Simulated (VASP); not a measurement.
# CaTa3AlSi3O16 (P1) in VASP: single point with PBE

Aim: the single point of CaTa3AlSi3O16 with PBE.

All numbers are computed with VASP 6.6.1; they aren't measurements. Logs are shortened: lines on timing, memory, paths and dates and some standing lists are left out, and cuts for length are marked.

### 1 The cell of the first run

The typed cell holds 24 atoms: a = 8.138 Å, b = 7.407 Å, c = 6.706 Å, α = 55.71°, β = 56.00°, γ = 55.36°.

### 2 Single point, PBE

INCAR

```
SYSTEM = CaTa3AlSi3O16
PREC = Accurate ; ENCUT = 700
EDIFF = 1E-6 ; ISMEAR = 0
SIGMA = 0.1 ; LREAL = Auto
LASPH = .True. ; NELM = 120
ALGO = Normal ; ISIF = 2
LWAVE = .False. ; LCHARG = .False.
GGA = PE ; NBANDS = 98
ISYM = 0 ; GGA_COMPAT = .False.
```

KPOINTS

```
Automatic mesh
0
Gamma
  3 3 3
  0 0 0
```

POSCAR

```
CaTa3AlSi3O16
1.0
   -5.9323051017      5.5705490003     -0.0738003104
   -5.5195690041      0.3389357871      4.9283598538
   -0.6646230809      4.8321256089      4.6026725601
O Al Si Ca Ta
16 1 3 1 3
Direct
    0.7818349780      0.9631083822      0.3223575766
    0.4712026747      0.8921884220      0.3931759891
    0.8754442772      0.5246002358      0.2478099953
    0.8697288663      0.6934885901      0.7556247711
    0.3893325564      0.3360282658      0.3147496308
    0.4400871786      0.9871169331      0.7658182914
    0.9443274123      0.2614208653      0.9440746074
    0.3632934218      0.3052485081      0.9219389537
    0.4905019702      0.6699749110      0.1903048600
    0.1541029573      0.7498181829      0.0915892813
    0.7615990576      0.9824296896      0.9501184991
    0.5721733696      0.5411139768      0.8026498986
    0.1420595440      0.0697637034      0.2375216421
    0.2008605007      0.6559632625      0.6557438156
    0.6855257286      0.2479927813      0.5154159242
    0.0610044517      0.0771748384      0.6678935492
    0.4555810897      0.9844327812      0.0603525362
    0.9417656330      0.0077750518      0.9982724607
    0.4079056152      0.5983729140      0.0743450746
    0.5156158584      0.0462334592      0.4612152006
    0.9793009255      0.4948455400      0.5099846511
    0.0504686471      0.4152228077      0.9825112405
    0.9335137564      0.9751922076      0.5882473409
    0.5023410967      0.5377050561      0.5692899020
```

Potentials or basis: VASP PAW PBE potentials, release 64 (O, Al, Si, Ca_sv, Ta_sv_GW).

Run with:

```console
$ cat potpaw_PBE.64/O/POTCAR potpaw_PBE.64/Al/POTCAR potpaw_PBE.64/Si/POTCAR potpaw_PBE.64/Ca_sv/POTCAR potpaw_PBE.64/Ta_sv_GW/POTCAR > POTCAR
$ mpirun -np 1 vasp_std > vasp.out
```

OUTCAR:

```text
SYSTEM = CaTa3AlSi3O16
   PREC = Accurate
   ENCUT = 700
   EDIFF = 1E-6
   ISMEAR = 0
   LREAL = Auto
   LASPH = .True.
   NELM = 120
   ISIF = 2
   GGA = PE
   ISYM = 0

 ion  position               nearest neighbor table
   1  0.782  0.963  0.322-  20 1.68  18 1.74
   2  0.471  0.892  0.393-  20 1.70  17 1.99  24 2.11
   3  0.875  0.525  0.248-  22 1.82  21 2.21  24 2.54
   4  0.870  0.693  0.756-  23 1.96  22 2.06  21 2.30
   5  0.389  0.336  0.315-  20 1.70  19 1.71
   6  0.440  0.987  0.766-  20 1.62  17 2.04  19 2.49
   7  0.944  0.261  0.944-  18 1.71  22 1.95  21 2.35
   8  0.363  0.305  0.922-  17 1.83  22 2.04  24 2.11
   9  0.491  0.670  0.190-  19 1.67  17 1.87  24 2.19
  10  0.154  0.750  0.092-  19 1.67  18 1.77  21 2.47
  11  0.762  0.982  0.950-  18 1.79  23 2.03  17 2.16
  12  0.572  0.541  0.803-  19 1.67  24 1.96
  13  0.142  0.070  0.238-  23 1.98  17 1.99  22 2.09
  14  0.201  0.656  0.656-  24 1.91  22 2.14  23 2.14
  15  0.686  0.248  0.515-  24 1.90  23 1.94
  16  0.061  0.077  0.668-  18 1.73  23 1.97  21 2.43
  17  0.456  0.984  0.060-   8 1.83   9 1.87  13 1.99   2 1.99   6 2.04  11 2.16  19 3.04  22 3.07
                            24 3.17
  18  0.942  0.008  0.998-   7 1.71  16 1.73   1 1.74  10 1.77  11 1.79  23 2.93  20 3.09
  19  0.408  0.598  0.074-  10 1.67  12 1.67   9 1.67   5 1.71   6 2.49  17 3.04
  20  0.516  0.046  0.461-   6 1.62   1 1.68   5 1.70   2 1.70  18 3.09
  21  0.979  0.495  0.510-   3 2.21   4 2.30   7 2.35  16 2.43  10 2.47  22 3.21
  22  0.050  0.415  0.983-   3 1.82   7 1.95   8 2.04   4 2.06  13 2.09  14 2.14  17 3.07  21 3.21

  23  0.934  0.975  0.588-  15 1.94   4 1.96  16 1.97  13 1.98  11 2.03  14 2.14  18 2.93
  24  0.502  0.538  0.569-  15 1.90  14 1.91  12 1.96   2 2.11   8 2.11   9 2.19   3 2.54  17 3.17

IMPORTANT INFORMATION: All symmetrisations will be switched off!
NOSYMM: (Re-)initialisation of all symmetry stuff for point group C_1.

----------------------------------------------------------------------------------------

                                     Primitive cell

  volume of cell :     257.2440

  direct lattice vectors                    reciprocal lattice vectors
    -5.932305102  5.570549000 -0.073800310    -0.086511018  0.086024412 -0.102805050
    -5.519569004  0.338935787  4.928359854    -0.101055891 -0.106332911  0.097041425
    -0.664623081  4.832125609  4.602672560     0.106819516  0.115236414  0.111708553

  length of vectors
     8.138102142  7.407378099  6.706396680     0.159540697  0.175886382  0.192791703

[... 118 lines left out ...]
   NFREE  =      0    steps in history (QN), initial steepest desc. (CG)
   ISIF   =      2    stress and relaxation
   ISYM   =      0    0-nonsym 1-usesym 2-fastsym
   POTIM  = 0.5000    time-step for ionic-motion
   TEBEG  =    0.0;   TEEND  =   0.0 temperature during run
   PSTRESS=    0.0 pullay stress
   NELECT =     160.0000    total number of electrons
   NUPDOWN=      -1.0000    fix difference up-down
   EMIN   =  10.00;   EMAX   =-10.00  energy-range for DOS
   EFERMI =   0.00;   METHOD = LEGACY
   ISMEAR =     0;   SIGMA  =   0.10  broadening in eV -4-tet -1-fermi 0-gaus
   EFERMI_NEDOS =   21; number of points for ismear=-14 and -15
   IALGO  =     38    algorithm
   IMIX   =      4    mixing-type and parameters
     AMIX     =   0.40;   BMIX     =  1.00
     AMIX_MAG =   1.60;   BMIX_MAG =  1.00
  volume/ion in A,a.u.               =      10.72        72.33
  Fermi-wavevector in a.u.,A,eV,Ry     =   1.397440  2.640778 26.569967  1.952837
  Thomas-Fermi vector in A             =   2.520696
   LORBIT       =      0    0 simple, 1 ext, 2 COOP (PROOUT), +10 PAW based schemes
   GGA     = PE    functional components
   LHFCALC =     F    Hartree Fock is set to
   AEXX    =    0.0000 exact exchange contribution
   IVDW    =     0    specifies the selected vdW correction
   LEPSILON=     F    determine dielectric tensor
   LRPA    =     F    only Hartree local field effects (RPA)
 non-spin polarized calculation
 Gauss-broadening in eV      SIGMA  =   0.10
  energy-cutoff  :      700.00
  volume of cell :      257.24
 maximum number of plane-waves:     10837
 NGX is ok and might be reduce to    70
   NGX = 35   NGY = 31   NGZ = 29

 number of electron     160.0000002 magnetization

 Free energy of the ion-electron system (eV)
  ---------------------------------------------------
  ext. energy  EPLUGINS =         0.00000000
  ---------------------------------------------------
  free energy    TOTEN  =      -209.12215513 eV

  energy without entropy =     -209.12215513  energy(sigma->0) =     -209.12215513

 E-fermi :   5.4660     XC(G=0): -11.1877

 val. band max:        4.9473679293   @ k =  -0.0000   0.3333   0.0000
 cond. band min:       8.0782061393   @ k =   0.3333   0.3333   0.0000
 fundamental gap:      3.1308382100
 Fermi energy:         5.4660075270

 k-point     1 :       0.0000    0.0000    0.0000
  band No.  band energies     occupation
      1     -63.5111      2.00000
      2     -62.8430      2.00000
      3     -62.7948      2.00000
      4     -33.1039      2.00000
      5     -30.0753      2.00000
      6     -29.9836      2.00000
[... 1319 lines left out ...]
     91      11.1893      0.00000
     92      11.4028      0.00000
 [bands above 92 left out]

------------------------ aborting loop because EDIFF is reached ----------------------------------------

  FORCE on cell =-STRESS in cart. coord.  units (eV):
  Direction    XX          YY          ZZ          XY          YZ          ZX
  --------------------------------------------------------------------------------------
  -------------------------------------------------------------------------------------
  Total        0.0043580      0.0390347      0.2570889     -0.1150156      0.1322721     -0.0372222
  in kB        0.0271429      0.2431175      1.6012109     -0.7163445      0.8238220     -0.2318290
  external PRESSURE =       0.6238238 kB  Pullay stress =       0.0000000 kB

 VOLUME and BASIS-vectors are now :
 -----------------------------------------------------------------------------
  energy-cutoff  :      700.00
  volume of cell :      257.24
      direct lattice vectors                 reciprocal lattice vectors
    -5.932305102  5.570549000 -0.073800310    -0.086511018  0.086024412 -0.102805050
    -5.519569004  0.338935787  4.928359854    -0.101055891 -0.106332911  0.097041425
    -0.664623081  4.832125609  4.602672560     0.106819516  0.115236414  0.111708553

 POSITION                                       TOTAL-FORCE (eV/Angst)
 -----------------------------------------------------------------------------------
    -10.16827      6.23935      6.17255        -0.015504      0.009786     -0.002747
     -7.98113      4.82713      6.17191         0.005258     -0.016534     -0.013847
     -8.25367      6.25196      3.66140         0.039933     -0.020371      0.123551
     -9.48946      8.73119      6.83147         0.011591     -0.007260      0.039168
     -4.37356      3.80360      3.07602        -0.011663      0.012518     -0.017743
     -8.56817      6.48663      8.35720         0.018623      0.054631      0.042224
[... 16 lines left out ...]
    -11.31149      8.37320      7.44471        -0.019105     -0.045184     -0.069248
     -6.32630      5.73144      5.23319        -0.058773     -0.023726     -0.014343
 -----------------------------------------------------------------------------------
    total drift:                                0.005966      0.005035      0.003814

  FREE ENERGIE OF THE ION-ELECTRON SYSTEM (eV)
  ---------------------------------------------------
  free  energy   TOTEN  =      -209.1221551299 eV

  energy  without entropy=     -209.1221551299  energy(sigma->0) =     -209.12215513
```

OSZICAR:

```text
N       E                     dE             d eps       ncg     rms          rms(c)
DAV:   1     0.160654040564E+04    0.16065E+04   -0.10709E+05  2744   0.203E+03
[... 15 lines left out ...]
DAV:  17    -0.209123026244E+03    0.25544E-02   -0.82140E-03  3128   0.400E-01    0.113E+01
DAV:  18    -0.209122296413E+03    0.72983E-03   -0.23666E-03  3424   0.202E-01    0.414E+00
DAV:  19    -0.209122136939E+03    0.15947E-03   -0.92793E-04  3184   0.126E-01    0.147E-01
DAV:  20    -0.209122144714E+03   -0.77756E-05   -0.76141E-05  3144   0.383E-02    0.129E-01
DAV:  21    -0.209122155079E+03   -0.10365E-04   -0.30116E-05  3296   0.217E-02    0.326E-01
DAV:  22    -0.209122154205E+03    0.87489E-06   -0.12113E-05  3592   0.166E-02    0.219E-01
DAV:  23    -0.209122155130E+03   -0.92531E-06   -0.20090E-06  1904   0.601E-03
   1 F= -.20912216E+03 E0= -.20912216E+03  d E =-.164913E-13
```

stdout:

```text
POSCAR found type information on POSCAR O AlSiCaTa
 POSCAR found :  5 types and      24 ions
 scaLAPACK will be used
 LDA part: xc-table for (Slater+PW92), standard interpolation
 POSCAR, INCAR and KPOINTS ok, starting setup
 FFT: planning ... GRIDC
 FFT: planning ... GRID_SOFT
 FFT: planning ... GRID
 WAVECAR not read
 entering main loop
```

Run time: 21 min. Hardware: 1 thread of Intel Xeon 6975P-C (Granite Rapids), shared host; peak memory 0.83 GiB.

What came out:

- Free energy: -209.1222 eV
- Pressure: 0.1 GPa
- Largest force: 0.137 eV/Å
- Band gap on the k mesh: 3.13 eV (least direct gap 3.22 eV)

Forces in eV/Å, atoms in the order of the input:
```
O   -0.016  0.010 -0.003
O    0.005 -0.017 -0.014
O    0.040 -0.020  0.124
O    0.012 -0.007  0.039
O   -0.012  0.013 -0.018
O    0.019  0.055  0.042
O    0.025  0.005 -0.005
O   -0.027 -0.002 -0.004
O   -0.018  0.029  0.029
O   -0.005 -0.022  0.006
O    0.032 -0.016  0.017
O   -0.016 -0.007 -0.017
O    0.000  0.012 -0.009
O    0.022 -0.028  0.030
O    0.028  0.004 -0.029
O   -0.009  0.000 -0.013
Al   0.028  0.016 -0.011
Si  -0.006  0.073  0.024
Si  -0.005 -0.006  0.008
Si   0.000 -0.009  0.017
Ca  -0.009 -0.006  0.004
Ta  -0.009 -0.007 -0.137
Ta  -0.019 -0.045 -0.069
Ta  -0.059 -0.024 -0.014
```

Caveat: spin-orbit coupling is left out, which moves the levels of the heavy elements. A k mesh can miss the band edges.
